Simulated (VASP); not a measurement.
# MoS2 (R3m) in VASP: single point with PBE+U

Aim: the single point of MoS2 with PBE+U.

All numbers are computed with VASP 6.6.1; they aren't measurements. Logs are shortened: lines on timing, memory, paths and dates and some standing lists are left out, and cuts for length are marked.

## Step 1: The cell of the first run

Symmetry: R3m, No. 160, trigonal system. Conventional cell: a = 3.160 Å, b = 3.160 Å, c = 18.330 Å, α = 90.00°, β = 90.00°, γ = 120.00°. Mo (site symmetry 3m) has 6 S at 2.38 Å and 6 Mo at 3.16 Å within 3.2 Å. Within 3.2 Å of S (site symmetry 3m) lie 3 Mo at 2.38 Å and 7 S at 3.06 to 3.16 Å. S (site symmetry 3m) has 3 Mo at 2.38 Å and 7 S at 3.06 to 3.16 Å within 3.2 Å.

## Step 2: Single point, PBE+U

INCAR reads:

```
SYSTEM = MoS2
PREC     = Accurate       ! precision mode
ENCUT    = 520            ! plane-wave cutoff, eV
EDIFF    = 1E-6           ! SCF threshold, eV
ISMEAR   = -1             ! smearing method
SIGMA    = 0.1            ! smearing width, eV
LREAL    = .FALSE.        ! projectors in reciprocal space
LASPH    = .TRUE.         ! aspherical terms in the spheres
NELM     = 150            ! most SCF steps
ALGO     = Normal         ! electronic algorithm
ISIF     = 2              ! what is computed and relaxed
LWAVE    = .FALSE.        ! write WAVECAR
LCHARG   = .FALSE.        ! write CHGCAR
LMAXMIX  = 4              ! l up to which the mixer works
LDAU     = .TRUE.         ! DFT+U
LDAUTYPE = 2            
LDAUL    = 2 -1           ! shell
LDAUU    = 2.9 0          ! U, eV
LDAUJ    = 0 0          
LDAUPRINT= 1            
GGA      = PE             ! functional
NBANDS   = 35             ! bands
```

KPOINTS reads:

```
regular mesh
0
G
  7 4 6
  0 0 0
```

POSCAR reads:

```
MoS2
1.0
   -1.5799999400     -0.9122133900     -6.1100000000
    1.5799999400      0.9122133900    -12.2200000000
    1.5799999400     -2.7366401700      0.0000000000
Mo S
2 4
Direct
    0.0000000000      0.0000000000      0.0000000000
    0.0000000000      0.5000000000      0.5000000000
    0.7500000000      0.7500000000      0.0000000000
    0.7500000000      0.2500000000      0.5000000000
    0.5830000000      0.5830000000      0.0000000000
    0.5830000000      0.0830000000      0.5000000000
```

Potentials or basis: VASP PAW PBE potentials, release 64 (Mo_sv, S).

Command:

```console
> cat potpaw_PBE.64/Mo_sv/POTCAR potpaw_PBE.64/S/POTCAR > POTCAR
> mpirun -np 1 vasp_std > vasp.out
```

OUTCAR:

```text
SYSTEM = MoS2
   PREC = Accurate
   ENCUT = 520
   EDIFF = 1E-6
   ISMEAR = -1
   LREAL = .FALSE.
   LASPH = .TRUE.
   NELM = 150
   ISIF = 2
   GGA = PE

 ion  position               nearest neighbor table
   1  0.000  0.000  0.000-   4 2.38   4 2.38   3 2.38   6 2.38   5 2.38   6 2.38   2 3.16   2 3.16
                             2 3.16   2 3.16
   2  0.000  0.500  0.500-   3 2.38   3 2.38   4 2.38   5 2.38   6 2.38   5 2.38   1 3.16   1 3.16
                             1 3.16   1 3.16
   3  0.750  0.750  0.000-   2 2.38   2 2.38   1 2.38
   4  0.750  0.250  0.500-   1 2.38   1 2.38   2 2.38
   5  0.583  0.583  0.000-   2 2.38   2 2.38   1 2.38
   6  0.583  0.083  0.500-   1 2.38   1 2.38   2 2.38

  LATTYP: Found a simple monoclinic cell.
 ALAT       =     5.4732803431
 B/A-ratio  =     0.5773502690
 C/A-ratio  =     1.1650360786
 COS(beta)  =    -0.2861141723

  Lattice vectors:

 A1 = (   4.7399998200,   2.7366401700,   0.0000000000)
 A2 = (   1.5799999400,  -2.7366401700,   0.0000000000)
 A3 = (  -1.5799999400,  -0.9122133900,  -6.1100000000)

Analysis of symmetry for initial positions (statically):
=====================================================================
 Subroutine PRICEL returns following result:

  LATTYP: Found a trigonal (rhomboedric) cell.
 ALAT       =     6.3765690680
 COS(alpha) =     0.8772080207

  Lattice vectors:

 A1 = (  -1.5799999400,  -0.9122133900,  -6.1100000000)
 A2 = (   0.0000000000,   1.8244267800,  -6.1100000000)
 A3 = (   1.5799999400,  -0.9122133900,  -6.1100000000)

   2 primitive cells build up your supercell.

 Routine SETGRP: Setting up the symmetry group for a
 simple monoclinic supercell.

 Subroutine GETGRP returns: Found  2 space group operations
 (whereof  2 operations were pure point group operations)
 out of a pool of  4 trial point group operations.

The static configuration has the point symmetry C_1h.

Analysis of symmetry for dynamics (positions and initial velocities):
[... 209 lines left out ...]

spin component  2

  0.3978  0.0000  0.0002  0.0007 -0.0000
  0.0000  0.3872 -0.0000  0.0001  0.0007
  0.0002 -0.0000  0.4255 -0.0000  0.0001
  0.0007  0.0001 -0.0000  0.3873  0.0000
 -0.0000  0.0007  0.0001  0.0000  0.3978

 occupancies and eigenvectors

  o =  0.3871  v = -0.0340 -0.8640 -0.0000  0.4988  0.0589  0.0000  0.0000  0.0000  0.0000  0.0000      0.0000  0.0000  0.0000  0.0000  0.0000  0.0000  0.0000  0.0000  0.0000  0.0000
  o =  0.3871  v =  0.0000  0.0000  0.0000  0.0000  0.0000 -0.0340 -0.8640 -0.0000  0.4988  0.0589      0.0000  0.0000  0.0000  0.0000  0.0000  0.0000  0.0000  0.0000  0.0000  0.0000
  o =  0.3873  v =  0.0000  0.0000  0.0000  0.0000  0.0000 -0.0612  0.4987  0.0008  0.8639 -0.0353      0.0000  0.0000  0.0000  0.0000  0.0000  0.0000  0.0000  0.0000  0.0000  0.0000
  o =  0.3873  v = -0.0612  0.4987  0.0008  0.8639 -0.0353  0.0000  0.0000  0.0000  0.0000  0.0000      0.0000  0.0000  0.0000  0.0000  0.0000  0.0000  0.0000  0.0000  0.0000  0.0000
  o =  0.3978  v =  0.8638  0.0353 -0.0099  0.0612  0.4987  0.0000  0.0000  0.0000  0.0000  0.0000      0.0000  0.0000  0.0000  0.0000  0.0000  0.0000  0.0000  0.0000  0.0000  0.0000
  o =  0.3978  v =  0.0000  0.0000  0.0000  0.0000  0.0000  0.8638  0.0353 -0.0099  0.0612  0.4987      0.0000  0.0000  0.0000  0.0000  0.0000  0.0000  0.0000  0.0000  0.0000  0.0000
  o =  0.3978  v = -0.4988  0.0589  0.0000 -0.0340  0.8640  0.0000  0.0000  0.0000  0.0000  0.0000      0.0000  0.0000  0.0000  0.0000  0.0000  0.0000  0.0000  0.0000  0.0000  0.0000
  o =  0.3978  v =  0.0000  0.0000  0.0000  0.0000  0.0000 -0.4988  0.0589  0.0000 -0.0340  0.8640      0.0000  0.0000  0.0000  0.0000  0.0000  0.0000  0.0000  0.0000  0.0000  0.0000
  o =  0.4255  v =  0.0000  0.0000  0.0000  0.0000  0.0000 -0.0086  0.0000 -1.0000  0.0000 -0.0049      0.0000  0.0000  0.0000  0.0000  0.0000  0.0000  0.0000  0.0000  0.0000  0.0000
  o =  0.4255  v = -0.0086  0.0000 -1.0000  0.0000 -0.0049  0.0000  0.0000  0.0000  0.0000  0.0000      0.0000  0.0000  0.0000  0.0000  0.0000  0.0000  0.0000  0.0000  0.0000  0.0000

 number of electron      52.0000000 magnetization

 Free energy of the ion-electron system (eV)
  ---------------------------------------------------
  ext. energy  EPLUGINS =         0.00000000
  ---------------------------------------------------
  free energy    TOTEN  =       -36.57607571 eV

  energy without entropy =      -36.57510042  energy(sigma->0) =      -36.57558806

 E-fermi :   8.1355     XC(G=0): -10.8622

 val. band max:        7.7094005652   @ k =  -0.4286   0.2500   0.0000
 cond. band min:       8.6750573825   @ k =  -0.0000   0.0000   0.3333
 fundamental gap:      0.9656568172
 Fermi energy:         8.1355414139

 k-point     1 :       0.0000    0.0000    0.0000
  band No.  band energies     occupation
      1     -54.0322      2.00000
      2     -53.9906      2.00000
      3     -28.3766      2.00000
      4     -28.1812      2.00000
      5     -28.0987      2.00000
      6     -28.0646      2.00000
[... 901 lines left out ...]
     34      11.8346      0.00000
     35      13.5569      0.00000

 [... further k-points ...]

------------------------ aborting loop because EDIFF is reached ----------------------------------------

  FORCE on cell =-STRESS in cart. coord.  units (eV):
  Direction    XX          YY          ZZ          XY          YZ          ZX
  --------------------------------------------------------------------------------------
  -------------------------------------------------------------------------------------
  Total        4.5241497      4.5394812      7.0184966     -0.0132775     -0.0013189     -0.0022844
  in kB       68.5917015     68.8241472    106.4090842     -0.2013039     -0.0199962     -0.0346345
  external PRESSURE =      81.2749776 kB  Pullay stress =       0.0000000 kB

 VOLUME and BASIS-vectors are now :
 -----------------------------------------------------------------------------
  energy-cutoff  :      520.00
  volume of cell :      105.68
      direct lattice vectors                 reciprocal lattice vectors
    -1.579999940 -0.912213390 -6.110000000    -0.316455708 -0.182705788 -0.054555374
     1.579999940  0.912213390-12.220000000     0.158227854  0.091352894 -0.054555374
     1.579999940 -2.736640170  0.000000000     0.158227854 -0.274058683  0.000000000

 POSITION                                       TOTAL-FORCE (eV/Angst)
 -----------------------------------------------------------------------------------
      0.00000      0.00000      0.00000         0.000947      0.000547      0.087929
      1.58000     -0.91221     -6.11000         0.000947      0.000547      0.087929
      0.00000      0.00000    -13.74750         0.000047      0.000027     -0.902281
      0.00000     -1.82443     -7.63750         0.000047      0.000027     -0.902281
      0.00000      0.00000    -10.68639        -0.000994     -0.000574      0.814352
      0.00000     -1.82443     -4.57639        -0.000994     -0.000574      0.814352
 -----------------------------------------------------------------------------------
    total drift:                                0.000006      0.000003      0.000215

  FREE ENERGIE OF THE ION-ELECTRON SYSTEM (eV)
  ---------------------------------------------------
  free  energy   TOTEN  =       -36.5760757053 eV

  energy  without entropy=      -36.5751004166  energy(sigma->0) =      -36.57558806
```

OSZICAR:

```text
N       E                     dE             d eps       ncg     rms          rms(c)
DAV:   1     0.440596673745E+03    0.44060E+03   -0.27824E+04  4488   0.141E+03
DAV:   2    -0.166288351248E+02   -0.45723E+03   -0.44261E+03  5005   0.371E+02
DAV:   3    -0.393857852263E+02   -0.22757E+02   -0.22351E+02  5233   0.748E+01
DAV:   4    -0.398341329542E+02   -0.44835E+00   -0.44704E+00  5046   0.106E+01
DAV:   5    -0.398426159649E+02   -0.84830E-02   -0.84801E-02  5024   0.147E+00    0.360E+01
DAV:   6    -0.372170491088E+02    0.26256E+01   -0.13416E+01  4680   0.235E+01    0.132E+01
DAV:   7    -0.367104312725E+02    0.50662E+00   -0.36363E+00  4530   0.122E+01    0.793E+00
DAV:   8    -0.365748705552E+02    0.13556E+00   -0.42162E-01  4671   0.414E+00    0.294E+00
DAV:   9    -0.365790796882E+02   -0.42091E-02   -0.52813E-02  4966   0.110E+00    0.876E-01
DAV:  10    -0.365763631467E+02    0.27165E-02   -0.21976E-02  4616   0.941E-01    0.438E-01
DAV:  11    -0.365762767181E+02    0.86429E-04   -0.13001E-03  4556   0.196E-01    0.216E-01
DAV:  12    -0.365760299332E+02    0.24678E-03   -0.67405E-04  4618   0.158E-01    0.127E-01
DAV:  13    -0.365760773287E+02   -0.47395E-04   -0.19112E-04  4397   0.684E-02    0.375E-02
DAV:  14    -0.365760759536E+02    0.13750E-05   -0.93104E-06  4596   0.163E-02    0.268E-02
DAV:  15    -0.365760757053E+02    0.24838E-06   -0.21477E-06  3853   0.682E-03
   1 F= -.36576076E+02 E0= -.36575588E+02  d E =-.975289E-03
```

Wall time 4.1 min (1 thread of AMD EPYC 9R45 (Zen 5), shared host); peak memory 0.38 GiB.

Results:

```yaml
Free_energy: -36.5761 eV
Pressure: 8.1 GPa
Largest_force: 0.902 eV/Å
Band_gap_on_the_k_mesh: 0.97 eV
```

Forces in eV/Å, atoms in the order of the input:
```
Mo   0.001  0.001  0.088
Mo   0.001  0.001  0.088
S    0.000  0.000 -0.902
S    0.000  0.000 -0.902
S   -0.001 -0.001  0.814
S   -0.001 -0.001  0.814
```

Levels at points of the mesh, in eV from the valence-band top:
| k point | band 24 | band 25 | band 26 | band 27 | band 28 | band 29 |
| --- | --- | --- | --- | --- | --- | --- |
| (0.00, 0.00, 0.00) | -1.28 | -1.15 | -1.06 | 1.66 | 2.14 | 2.14 |
| (0.00, 0.50, 0.00) | -1.91 | -1.30 | -1.30 | 1.51 | 1.51 | 1.76 |
| (0.00, 0.00, 0.50) | -2.28 | -1.19 | -1.19 | 1.32 | 1.32 | 2.18 |
| (0.00, 0.50, 0.50) | -1.64 | -1.44 | -1.44 | 1.71 | 1.71 | 2.11 |

Eigenvalues of the final occupation matrices:
```csv
site,spin,trace,eigenvalues
site 1 d,1,2.00,0.39 0.39 0.40 0.40 0.43
site 1 d,2,2.00,0.39 0.39 0.40 0.40 0.43
site 2 d,1,2.00,0.39 0.39 0.40 0.40 0.43
site 2 d,2,2.00,0.39 0.39 0.40 0.40 0.43
```

Caveat: the cell stands under pressure.
